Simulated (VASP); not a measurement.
# ZnS (Cm) in VASP: notebook

ZnS is run at these levels: r2SCAN; tasks: single point.

Program: VASP 6.6.1. These are calculated values, not measurements. Logs are shortened: lines on timing, memory, paths and dates and some standing lists are left out, and cuts for length are marked.

## 1. The cell of the first run

It takes space group Cm (No. 8, monoclinic). Conventional cell: a = 6.593 Å, b = 3.807 Å, c = 12.600 Å, α = 90.00°, β = 97.52°, γ = 90.00°. Within 3.1 Å of Zn (site symmetry m) lie 4 S at 2.33 to 2.86 Å. Zn (site symmetry m) has 4 S at 2.33 to 2.34 Å within 3.1 Å. Within 3.1 Å of Zn (site symmetry m) lie 4 S at 2.33 to 2.34 Å. Zn (site symmetry m) has 4 S at 2.33 to 2.34 Å within 3.1 Å. S (site symmetry m) has 4 Zn at 2.33 to 2.86 Å and 1 S at 3.17 Å within 3.2 Å. S (site symmetry m) has 4 Zn at 2.33 to 2.34 Å within 3.1 Å. Within 3.1 Å of S (site symmetry m) lie 4 Zn at 2.33 to 2.34 Å. Within 3.2 Å of S (site symmetry m) lie 4 Zn at 2.33 to 2.34 Å and 1 S at 3.17 Å.

## 2. Single point, r2SCAN

POSCAR reads:

```
ZnS
1.0
   -3.8067217473      0.0000000000      0.0000000000
   -1.9033608736     -3.2967177383      0.0000000000
   -1.4275206552     -0.8241794346     12.4914703042
Zn S
4 4
Direct
    0.1067223245      0.1067223245      0.9064440355
    0.2317223245      0.2317223245      0.4064440355
    0.6275556578      0.6275556578      0.1564440355
    0.5025556578      0.5025556578      0.6564440355
    0.3099443422      0.3099443422      0.0935559645
    0.1849443422      0.1849443422      0.5935559645
    0.5807776755      0.5807776755      0.3435559645
    0.4557776755      0.4557776755      0.8435559645
```

INCAR.step1 reads:

```
SYSTEM = ZnS
  PREC = Accurate
  ENCUT = 520
  ISMEAR = 0
  SIGMA = 0.05
  LREAL = .FALSE.
  LASPH = .TRUE.
  NELM = 100
  NBANDS = 46
  GGA = PE
  ALGO = Normal
  EDIFF = 1E-4
  LWAVE = .TRUE.
  LCHARG = .FALSE.
```

INCAR.step2 reads:

```
SYSTEM = ZnS
  PREC = Accurate
  ENCUT = 520
  EDIFF = 1E-7
  ISMEAR = 0
  SIGMA = 0.05
  LREAL = .FALSE.
  LASPH = .TRUE.
  NELM = 100
  ALGO = Normal
  ISIF = 2
  LWAVE = .FALSE.
  LCHARG = .TRUE.
  METAGGA = R2SCAN
  LMIXTAU = .TRUE.
  LELF = .TRUE.
  LVHAR = .TRUE.
  NBANDS = 46
  ISTART = 1
```

KPOINTS reads:

```
regular mesh
0
G
  7 7 2
  0 0 0
```

Potentials or basis: VASP PAW PBE potentials, release 64 (Zn, S).

On the command line:

```sh
cat potpaw_PBE.64/Zn/POTCAR potpaw_PBE.64/S/POTCAR > POTCAR
cp INCAR.step1 INCAR
mpirun -np 1 vasp_std > vasp.out
cp INCAR.step2 INCAR
mpirun -np 1 vasp_std > vasp.out
```

OUTCAR:

```text
SYSTEM = ZnS
   PREC = Accurate
   ENCUT = 520
   EDIFF = 1E-7
   ISMEAR = 0
   LREAL = .FALSE.
   LASPH = .TRUE.
   NELM = 100
   ISIF = 2
   METAGGA = R2SCAN
   ISTART = 1

 ion  position               nearest neighbor table
   1  0.107  0.107  0.906-   8 2.33   8 2.33   8 2.33   5 2.86
   2  0.232  0.232  0.406-   7 2.33   7 2.33   7 2.33   6 2.34
   3  0.628  0.628  0.156-   5 2.33   5 2.33   5 2.33   7 2.34
   4  0.503  0.503  0.656-   6 2.33   6 2.33   6 2.33   8 2.34
   5  0.310  0.310  0.094-   3 2.33   3 2.33   3 2.33   1 2.86
   6  0.185  0.185  0.594-   4 2.33   4 2.33   4 2.33   2 2.34
   7  0.581  0.581  0.344-   2 2.33   2 2.33   2 2.33   3 2.34
   8  0.456  0.456  0.844-   1 2.33   1 2.33   1 2.33   4 2.34

  LATTYP: Found a base centered monoclinic cell.
 ALAT       =     6.5934354766
 B/A-ratio  =     0.5773502692
 C/A-ratio  =     1.9109550198
 COS(beta)  =    -0.1308246387

  Lattice vectors:

 A1 = (   3.8067217473,   0.0000000000,   0.0000000000)
 A2 = (   1.9033608736,   3.2967177383,   0.0000000000)
 A3 = (  -1.4275206552,  -0.8241794346,  12.4914703042)

Analysis of symmetry for initial positions (statically):
=====================================================================
 Subroutine PRICEL returns:
 Original cell was already a primitive cell.

 Routine SETGRP: Setting up the symmetry group for a
 base centered monoclinic supercell.

 Subroutine GETGRP returns: Found  2 space group operations
 (whereof  2 operations were pure point group operations)
 out of a pool of  4 trial point group operations.

The static configuration has the point symmetry C_1h.

Analysis of symmetry for dynamics (positions and initial velocities):
=====================================================================
 Subroutine PRICEL returns:
 Original cell was already a primitive cell.

 Routine SETGRP: Setting up the symmetry group for a
 base centered monoclinic supercell.

 Subroutine GETGRP returns: Found  2 space group operations
 (whereof  2 operations were pure point group operations)
 out of a pool of  4 trial point group operations.

The dynamic configuration has the point symmetry C_1h.

 Subroutine INISYM returns: Found  2 space group operations
 (whereof  2 operations are pure point group operations),
 and found     1 'primitive' translations

----------------------------------------------------------------------------------------

                                     Primitive cell

  volume of cell :     156.7640

  direct lattice vectors                    reciprocal lattice vectors
    -3.806721747  0.000000000  0.000000000    -0.262693222  0.151666002 -0.020013657
    -1.903360874 -3.296717738  0.000000000     0.000000000 -0.303332005 -0.020013657
    -1.427520655 -0.824179435 12.491470304     0.000000000  0.000000000  0.080054627

  length of vectors
     3.806721747  3.806721747 12.599758622     0.303991532  0.303991532  0.080054627

  position of ions in fractional coordinates (direct lattice)
     0.106722324  0.106722324  0.906444036
     0.231722324  0.231722324  0.406444036
     0.627555658  0.627555658  0.156444036
     0.502555658  0.502555658  0.656444036
     0.309944342  0.309944342  0.093555964
     0.184944342  0.184944342  0.593555964
     0.580777676  0.580777676  0.343555964
     0.455777676  0.455777676  0.843555964

  ion indices of the primitive-cell ions
   primitive index   ion index
                 1           1
                 2           2
                 3           3
                 4           4
                 5           5
                 6           6
                 7           7
                 8           8

----------------------------------------------------------------------------------------

 KPOINTS: regular mesh

Automatic generation of k-mesh.
 Grid dimensions read from file:
 generate k-points for:    7    7    2

 Generating k-lattice:

  Cartesian coordinates                     Fractional coordinates (reciprocal lattice)
    -0.037527603  0.021666572 -0.002859094     0.142857143  0.000000000 -0.000000000
     0.000000000 -0.043333144 -0.002859094     0.000000000  0.142857143  0.000000000
     0.000000000  0.000000000  0.040027314     0.000000000  0.000000000  0.500000000

  Length of vectors
     0.043427362  0.043427362  0.040027314

  Shift w.r.t. Gamma in fractional coordinates (k-lattice)
     0.000000000  0.000000000  0.000000000

 Subroutine IBZKPT returns following result:
 ===========================================

 Found     32 irreducible k-points:

 Following reciprocal coordinates:
            Coordinates               Weight
  0.000000  0.000000  0.000000      1.000000
  0.142857 -0.000000 -0.000000      4.000000
  0.285714  0.000000 -0.000000      4.000000
  0.428571 -0.000000 -0.000000      4.000000
  0.142857  0.142857  0.000000      2.000000
  0.285714  0.142857  0.000000      4.000000
[... 16 lines left out ...]
  0.428571  0.142857  0.500000      4.000000
 -0.428571  0.142857  0.500000      4.000000
 [... further k-points ...]
   k-points           NKPTS =     32   k-points in BZ     NKDIM =     32   number of bands    NBANDS=     46
   number of dos      NEDOS =    301   number of ions     NIONS =      8
   total plane-waves  NPLWV =  75264
   dimension x,y,z NGX =    28 NGY =   28 NGZ =   96
   dimension x,y,z NGXF=    56 NGYF=   56 NGZF=  192
   ions per type =               4   4
   NGX,Y,Z   is equivalent  to a cutoff of  12.23, 12.23, 12.67 a.u.
   NGXF,Y,Z  is equivalent  to a cutoff of  24.46, 24.46, 25.33 a.u.
 SYSTEM =  ZnS
   PREC   = accura    normal or accurate (medium, high low for compatibility)
   ISTART =      1    job   : 0-new  1-cont  2-samecut
   ICHARG =      0    charge: 1-file 2-atom 10-const
   ISPIN  =      1    spin polarized calculation?
   LNONCOLLINEAR =      F non collinear calculations
   LSORBIT =      F    spin-orbit coupling
   LASPH  =      T    aspherical Exc in radial PAW
   ENCUT  =  520.0 eV  38.22 Ry    6.18 a.u.   7.08  7.08 23.43*2*pi/ulx,y,z
   NELM   =    100;   NELMIN=  2; NELMDL=  0     # of ELM steps
   EDIFF  = 0.1E-06   stopping-criterion for ELM
   LREAL  =      F    real-space projection
   EDIFFG = 0.1E-05   stopping-criterion for IOM
   NSW    =      0    number of steps for IOM
   IBRION =     -1    ionic relax: 0-MD 1-quasi-New 2-CG
   NFREE  =      0    steps in history (QN), initial steepest desc. (CG)
   ISIF   =      2    stress and relaxation
   ISYM   =      2    0-nonsym 1-usesym 2-fastsym
   POTIM  = 0.5000    time-step for ionic-motion
   TEBEG  =    0.0;   TEEND  =   0.0 temperature during run
   PSTRESS=    0.0 pullay stress
   NELECT =      72.0000    total number of electrons
   NUPDOWN=      -1.0000    fix difference up-down
   EMIN   =  10.00;   EMAX   =-10.00  energy-range for DOS
   EFERMI =   0.00;   METHOD = LEGACY
   ISMEAR =     0;   SIGMA  =   0.05  broadening in eV -4-tet -1-fermi 0-gaus
   EFERMI_NEDOS =   21; number of points for ismear=-14 and -15
   IALGO  =     38    algorithm
   IMIX   =      4    mixing-type and parameters
     AMIX     =   0.40;   BMIX     =  1.00
     AMIX_MAG =   1.60;   BMIX_MAG =  1.00
  volume/ion in A,a.u.               =      19.60       132.24
  Fermi-wavevector in a.u.,A,eV,Ry     =   1.263097  2.386908 21.706940  1.595415
  Thomas-Fermi vector in A             =   2.396472
   LORBIT       =      0    0 simple, 1 ext, 2 COOP (PROOUT), +10 PAW based schemes
   METAGGA = R2SCAN    functional components
   LHFCALC =     F    Hartree Fock is set to
   AEXX    =    0.0000 exact exchange contribution
   IVDW    =     0    specifies the selected vdW correction
   LEPSILON=     F    determine dielectric tensor
   LRPA    =     F    only Hartree local field effects (RPA)
 non-spin polarized calculation
 Gauss-broadening in eV      SIGMA  =   0.05
  energy-cutoff  :      520.00
  volume of cell :      156.76
 maximum number of plane-waves:      4245
   NGX = 15   NGY = 15   NGZ = 47

 number of electron      72.0000025 magnetization

 Free energy of the ion-electron system (eV)
  ---------------------------------------------------
  ext. energy  EPLUGINS =         0.00000000
  ---------------------------------------------------
  free energy    TOTEN  =       -74.54304050 eV

  energy without entropy =      -74.54304050  energy(sigma->0) =      -74.54304050

 E-fermi :   2.4498     XC(G=0): -10.3334

 val. band max:        2.1928899204   @ k =   0.0000   0.0000   0.0000
 cond. band min:       4.1321898574   @ k =   0.0000   0.0000   0.0000
 fundamental gap:      1.9392999370
 Fermi energy:         2.4497752725

 k-point     1 :       0.0000    0.0000    0.0000
  band No.  band energies     occupation
      1     -11.9827      2.00000
      2     -11.4310      2.00000
      3     -11.1306      2.00000
      4     -10.5824      2.00000
      5      -5.1086      2.00000
      6      -5.0978      2.00000
[... 38 lines left out ...]
     45       8.9802      0.00000
     46       8.9896      0.00000

 k-point     2 :       0.1429   -0.0000   -0.0000
  band No.  band energies     occupation
      1     -11.8540      2.00000
      2     -11.3157      2.00000
      3     -11.0112      2.00000
      4     -10.4878      2.00000
      5      -5.0977      2.00000
      6      -5.0717      2.00000
[... 38 lines left out ...]
     45       9.1191      0.00000
     46       9.4146      0.00000

 k-point     3 :       0.2857    0.0000   -0.0000
  band No.  band energies     occupation
      1     -11.5364      2.00000
      2     -11.0326      2.00000
      3     -10.7261      2.00000
      4     -10.2633      2.00000
      5      -5.0682      2.00000
      6      -5.0013      2.00000
[... 1018 lines left out ...]
     45       9.2532      0.00000
     46       9.8949      0.00000

 k-point    24 :      -0.4286    0.1429    0.5000
  band No.  band energies     occupation
      1     -11.1603      2.00000
      2     -10.7033      2.00000
      3     -10.4134      2.00000
      4     -10.0134      2.00000
      5      -4.9906      2.00000
      6      -4.9165      2.00000
[... 38 lines left out ...]
     45       8.9876      0.00000
     46       9.9206      0.00000

 [... further k-points ...]

------------------------ aborting loop because EDIFF is reached ----------------------------------------

  FORCE on cell =-STRESS in cart. coord.  units (eV):
  Direction    XX          YY          ZZ          XY          YZ          ZX
  --------------------------------------------------------------------------------------
  -------------------------------------------------------------------------------------
  Total       -1.3293801     -1.1168262      1.7006938     -0.1840771      1.0744570      1.8611136
  in kB      -13.5866786    -11.4143116     17.3816200     -1.8813250     10.9812849     19.0211604
  external PRESSURE =      -2.5397901 kB  Pullay stress =       0.0000000 kB

 VOLUME and BASIS-vectors are now :
 -----------------------------------------------------------------------------
  energy-cutoff  :      520.00
  volume of cell :      156.76
      direct lattice vectors                 reciprocal lattice vectors
    -3.806721747  0.000000000  0.000000000    -0.262693222  0.151666002 -0.020013657
    -1.903360874 -3.296717738  0.000000000     0.000000000 -0.303332005 -0.020013657
    -1.427520655 -0.824179435 12.491470304     0.000000000  0.000000000  0.080054627

 POSITION                                       TOTAL-FORCE (eV/Angst)
 -----------------------------------------------------------------------------------
     -1.90336     -1.09891     11.32282        -0.253929     -0.146606      0.067708
     -1.90336     -1.09891      5.07708         0.000899      0.000519     -0.189600
     -3.80672     -2.19781      1.95422        -0.145734     -0.084140      0.119768
     -3.80672     -2.19781      8.19995        -0.052556     -0.030343     -0.197094
     -1.90336     -1.09891      1.16865         0.696373      0.402051     -0.007717
     -1.90336     -1.09891      7.41439        -0.010632     -0.006139      0.160515
     -3.80672     -2.19781      4.29152         0.040837      0.023578      0.225448
     -3.80672     -2.19781     10.53725        -0.275258     -0.158920     -0.179027
 -----------------------------------------------------------------------------------
    total drift:                               -0.022239     -0.012840     -0.039033

  FREE ENERGIE OF THE ION-ELECTRON SYSTEM (eV)
  ---------------------------------------------------
  free  energy   TOTEN  =       -74.5430404988 eV

  energy  without entropy=      -74.5430404988  energy(sigma->0) =      -74.54304050
```

It took 26 min on 1 thread of Intel Xeon 8259CL, shared host; peak memory 0.4 GiB.

What came out:

```yaml
Free_energy: -74.5430 eV
Pressure: -0.3 GPa
Largest_force: 0.804 eV/Å
Band_gap_on_the_k_mesh: 1.94 eV
```

Forces in eV/Å, atoms in the order of the input:
```
Zn  -0.254 -0.147  0.068
Zn   0.001  0.001 -0.190
Zn  -0.146 -0.084  0.120
Zn  -0.053 -0.030 -0.197
S    0.696  0.402 -0.008
S   -0.011 -0.006  0.161
S    0.041  0.024  0.225
S   -0.275 -0.159 -0.179
```

Stress tensor (GPa, compression positive):
```
-1.36 -0.19  1.90
-0.19 -1.14  1.10
 1.90  1.10  1.74
```

Caveat: the PAW data sets were made with another functional, which shifts forces and pressure a little; an odd mesh through Γ misses points on the zone boundary, where band edges can lie.

[end of part 1 of 2]
